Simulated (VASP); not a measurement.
# NaI (P6_3/mmc) in VASP: settings compared

Aim: see how the results for NaI move with the level of theory and the settings. Levels: PBE, PBEsol. Tasks: dielectric tensor, vibrations by perturbation theory.

All numbers are computed with VASP 6.6.1; they aren't measurements. Logs are shortened: lines on timing, memory, paths and dates and some standing lists are left out, and cuts for length are marked.

## Step 1: The cell of the first run

Symmetry: P6_3/mmc, No. 194, hexagonal system. The conventional cell has a = 4.505 Å, b = 4.505 Å, c = 7.676 Å, α = 90.00°, β = 90.00°, γ = 120.00°. Na (site symmetry -3m) has 6 I at 3.23 Å and 2 Na at 3.84 Å within 4.3 Å. I (site symmetry -6m2) has 6 Na at 3.23 Å within 4.3 Å.

## Step 2: Dielectric tensor, PBE

File INCAR:

```
PREC = Accurate
ENCUT = 520
EDIFF = 1E-8
ISMEAR = 0
SIGMA = 0.01
LREAL = F
LASPH = T
NELM = 80
ALGO = Normal
ISIF = 2
LWAVE = F
LCHARG = F
GGA = PE
LEPSILON = T
```

File KPOINTS:

```
Automatic mesh
0
Gamma
  6 6 4
```

File POSCAR:

```
NaI
1.0
    4.5046454201      0.0000000000      0.0000000000
   -2.2523227100      3.9011373688      0.0000000000
    0.0000000000      0.0000000000      7.6757022934
Na I
2 2
Direct
    0.0000000000      0.0000000000      0.0000000000
    0.0000000000      0.0000000000      0.5000000000
    0.3333333333      0.6666666667      0.2500000000
    0.6666666667      0.3333333333      0.7500000000
```

Potentials or basis: VASP PAW PBE potentials, release 64 (Na_pv, I).

Started as:

```
$ cat potpaw_PBE.64/Na_pv/POTCAR potpaw_PBE.64/I/POTCAR > POTCAR
$ mpirun -np 1 vasp_std > vasp.out
```

OUTCAR:

```text
PREC = Accurate
   ENCUT = 520
   EDIFF = 1E-8
   ISMEAR = 0
   LREAL = F
   LASPH = T
   NELM = 80
   ISIF = 2
   GGA = PE
   LEPSILON = T

 ion  position               nearest neighbor table
   1  0.000  0.000  0.000-
   2  0.000  0.000  0.500-
   3  0.333  0.667  0.250-
   4  0.667  0.333  0.750-

  LATTYP: Found a hexagonal cell.
 ALAT       =     4.5046454201
 C/A-ratio  =     1.7039526039

  Lattice vectors:

 A1 = (   4.5046454201,   0.0000000000,   0.0000000000)
 A2 = (  -2.2523227100,   3.9011373688,   0.0000000000)
 A3 = (   0.0000000000,   0.0000000000,   7.6757022934)

Analysis of symmetry for initial positions (statically):
=====================================================================
 Subroutine PRICEL returns:
 Original cell was already a primitive cell.

 Routine SETGRP: Setting up the symmetry group for a
 hexagonal supercell.

 Subroutine GETGRP returns: Found 24 space group operations
 (whereof 12 operations were pure point group operations)
 out of a pool of 24 trial point group operations.

The static configuration has the point symmetry D_3d.
 The point group associated with its full space group is D_6h.

Analysis of symmetry for dynamics (positions and initial velocities):
=====================================================================
 Subroutine PRICEL returns:
 Original cell was already a primitive cell.

 Routine SETGRP: Setting up the symmetry group for a
 hexagonal supercell.

 Subroutine GETGRP returns: Found 24 space group operations
 (whereof 12 operations were pure point group operations)
 out of a pool of 24 trial point group operations.

The dynamic configuration has the point symmetry D_3d.
 The point group associated with its full space group is D_6h.

 Subroutine INISYM returns: Found 24 space group operations
 (whereof 12 operations are pure point group operations),
 and found     1 'primitive' translations

----------------------------------------------------------------------------------------

                                     Primitive cell

  volume of cell :     134.8870

  direct lattice vectors                    reciprocal lattice vectors
     4.504645420  0.000000000  0.000000000     0.221993055  0.128167750  0.000000000
    -2.252322710  3.901137369  0.000000000     0.000000000  0.256335501  0.000000000
     0.000000000  0.000000000  7.675702293     0.000000000  0.000000000  0.130281238

  length of vectors
     4.504645420  4.504645420  7.675702293     0.256335501  0.256335501  0.130281238

  position of ions in fractional coordinates (direct lattice)
     0.000000000  0.000000000  0.000000000
     0.000000000  0.000000000  0.500000000
     0.333333333  0.666666667  0.250000000
     0.666666667  0.333333333  0.750000000

  ion indices of the primitive-cell ions
   primitive index   ion index
                 1           1
                 2           2
                 3           3
                 4           4

----------------------------------------------------------------------------------------

 KPOINTS: Automatic mesh

Automatic generation of k-mesh.
 Grid dimensions read from file:
 generate k-points for:    6    6    4

 Generating k-lattice:

  Cartesian coordinates                     Fractional coordinates (reciprocal lattice)
     0.036998843  0.021361292  0.000000000     0.166666667 -0.000000000  0.000000000
     0.000000000  0.042722583  0.000000000     0.000000000  0.166666667  0.000000000
     0.000000000  0.000000000  0.032570310     0.000000000  0.000000000  0.250000000
[... 78 lines left out ...]
   GGA     = PE    functional components
   LHFCALC =     F    Hartree Fock is set to
   AEXX    =    0.0000 exact exchange contribution
   IVDW    =     0    specifies the selected vdW correction
   LEPSILON=     T    determine dielectric tensor
   LRPA    =     F    only Hartree local field effects (RPA)
 non-spin polarized calculation
 Gauss-broadening in eV      SIGMA  =   0.01
  energy-cutoff  :      520.00
  volume of cell :      134.89
 maximum number of plane-waves:      3671
 NGX is ok and might be reduce to    36
   NGX = 17   NGY = 17   NGZ = 29

--------------------------------------- Ionic step        1  -------------------------------------------

 number of electron      28.0000016 magnetization

 E-fermi :   0.9604     XC(G=0):  -7.7209

 val. band max:        0.8998514068   @ k =   0.0000   0.0000   0.0000
 cond. band min:       4.4641486639   @ k =   0.0000   0.0000   0.0000
 fundamental gap:      3.5642972571
 Fermi energy:         0.9603935373

 k-point     1 :       0.0000    0.0000    0.0000
  band No.  band energies     occupation
      1     -21.6230      2.00000
      2     -21.6104      2.00000
      3     -21.6104      2.00000
      4     -21.6088      2.00000
      5     -21.6088      2.00000
      6     -21.6068      2.00000
[... 418 lines left out ...]
      5     -21.6125      2.00000
      6     -21.6125      2.00000
[... 10 lines left out ...]
     17       7.2320      0.00000
     18       7.2320      0.00000

  FORCE on cell =-STRESS in cart. coord.  units (eV):
  Direction    XX          YY          ZZ          XY          YZ          ZX
  --------------------------------------------------------------------------------------
  -------------------------------------------------------------------------------------
  Total        0.4606217      0.4606217      0.4410482      0.0000000      0.0000000      0.0000000
  in kB        5.4712303      5.4712303      5.2387379      0.0000000      0.0000000      0.0000000
  external PRESSURE =       5.3937328 kB  Pullay stress =       0.0000000 kB

 VOLUME and BASIS-vectors are now :
 -----------------------------------------------------------------------------
  energy-cutoff  :      520.00
  volume of cell :      134.89
      direct lattice vectors                 reciprocal lattice vectors
     4.504645420  0.000000000  0.000000000     0.221993055  0.128167750  0.000000000
    -2.252322710  3.901137369  0.000000000     0.000000000  0.256335501  0.000000000
     0.000000000  0.000000000  7.675702293     0.000000000  0.000000000  0.130281238

 POSITION                                       TOTAL-FORCE (eV/Angst)
 -----------------------------------------------------------------------------------
      0.00000      0.00000      0.00000         0.000000      0.000000      0.000000
      0.00000      0.00000      3.83785         0.000000      0.000000      0.000000
     -0.00000      2.60076      1.91893         0.000000     -0.000000     -0.000000
      2.25232      1.30038      5.75678        -0.000000      0.000000     -0.000000
 -----------------------------------------------------------------------------------
    total drift:                               -0.000000      0.000000      0.000000

  FREE ENERGIE OF THE ION-ELECTRON SYSTEM (eV)
  ---------------------------------------------------
  free  energy   TOTEN  =       -10.7229607757 eV

  energy  without entropy=      -10.7229607757  energy(sigma->0) =      -10.72296078

 HEAD OF MICROSCOPIC STATIC DIELECTRIC TENSOR (INDEPENDENT PARTICLE, excluding Hartree and local field effects)
 ------------------------------------------------------
           3.748769     0.000000     0.000000
           0.000000     3.748769    -0.000000
           0.000000     0.000000     3.750603
 ------------------------------------------------------

 Free energy of the ion-electron system (eV)
  ---------------------------------------------------
  ---------------------------------------------------
  free energy    TOTEN  =        -1.03568677 eV

  energy without entropy =       -1.03568677

------------------------ aborting loop because EDIFF is reached ----------------------------------------

--------------------------------------- Ionic step        2  -------------------------------------------

------------------------ aborting loop because EDIFF is reached ----------------------------------------

--------------------------------------- Ionic step        3  -------------------------------------------

 Free energy of the ion-electron system (eV)
  ---------------------------------------------------
  ---------------------------------------------------
  free energy    TOTEN  =        -1.02207074 eV

  energy without entropy =       -1.02207074

------------------------ aborting loop because EDIFF is reached ----------------------------------------

 PIEZOELECTRIC TENSOR FIELD DIRECTION 3  (e Angst)
 -----------------------------------------------------------------------------
    -0.00008  0.00000  0.00000           ( -0.00001 -0.00000  0.00000)
    -0.00000 -0.00008  0.00000           ( -0.00000 -0.00001  0.00000)
    -0.00000  0.00000  0.00102           (  0.00000  0.00000  0.00000)

 PIEZOELECTRIC TENSOR FIELD DIRECTION 3  (C/m^2)
 -----------------------------------------------------------------------------
    -0.00001  0.00000  0.00000
    -0.00000 -0.00001  0.00000
    -0.00000  0.00000  0.00012

 MACROSCOPIC STATIC DIELECTRIC TENSOR (including local field effects in DFT)
 ------------------------------------------------------
           3.408363     0.000000     0.000000
           0.000000     3.408363    -0.000000
           0.000000     0.000000     3.367086
 ------------------------------------------------------

 PIEZOELECTRIC TENSOR (including local field effects)  for field in x, y, z        (e  Angst)
          XX          YY          ZZ          XY          YZ          ZX
  --------------------------------------------------------------------------------
  x     0.00000     0.00000     0.00000     0.00000     0.00000     0.00000
  y     0.00000     0.00000     0.00000     0.00000     0.00000     0.00000
  z     0.00000     0.00000     0.00000     0.00000     0.00000     0.00000

 PIEZOELECTRIC TENSOR (including local field effects)  for field in x, y, z        (C/m^2)
          XX          YY          ZZ          XY          YZ          ZX
  --------------------------------------------------------------------------------
  x     0.00000     0.00000     0.00000     0.00000     0.00000     0.00000
  y     0.00000     0.00000     0.00000     0.00000     0.00000     0.00000
  z     0.00000     0.00000     0.00000     0.00000     0.00000     0.00000

 BORN EFFECTIVE CHARGES (including local field effects) (in |e|, cummulative output)
 ---------------------------------------------------------------------------------
 ion    1
    1     1.18147     0.00000     0.00000
    2     0.00000     1.18147    -0.00000
    3     0.00000     0.00000     1.21378
 ion    2
    1     1.18147     0.00000     0.00000
    2     0.00000     1.18147     0.00000
    3     0.00000     0.00000     1.21378
 ion    3
    1    -1.18147    -0.00000     0.00000
    2    -0.00000    -1.18147     0.00000
    3     0.00000     0.00000    -1.21378
 ion    4
    1    -1.18147    -0.00000     0.00000
    2    -0.00000    -1.18147     0.00000
    3     0.00000     0.00000    -1.21378
```

Run time: 19 min. Hardware: 1 thread of AMD EPYC 7R13, shared host; peak memory 0.47 GiB.

What came out:

| Property | Result |
| --- | --- |
| Band gap on the k mesh | 3.56 eV |
| Electronic dielectric tensor (diagonal) | 3.41, 3.41, 3.37 |
| Born charges (mean of the diagonal) | Na +1.19; I -1.19 e |

Electronic dielectric tensor:
```
3.41 0.00 0.00
0.00 3.41 0.00
0.00 0.00 3.37
```

Born effective charge tensors (e):
atom 1, Na
```
1.18 0.00 0.00
0.00 1.18 0.00
0.00 0.00 1.21
```
atom 2, Na
```
1.18 0.00 0.00
0.00 1.18 0.00
0.00 0.00 1.21
```
atom 3, I
```
-1.18  0.00  0.00
 0.00 -1.18  0.00
 0.00  0.00 -1.21
```
atom 4, I
```
-1.18  0.00  0.00
 0.00 -1.18  0.00
 0.00  0.00 -1.21
```

Caveat: spin-orbit coupling is left out, which moves the levels of the heavy elements.

[end of part 1 of 2]
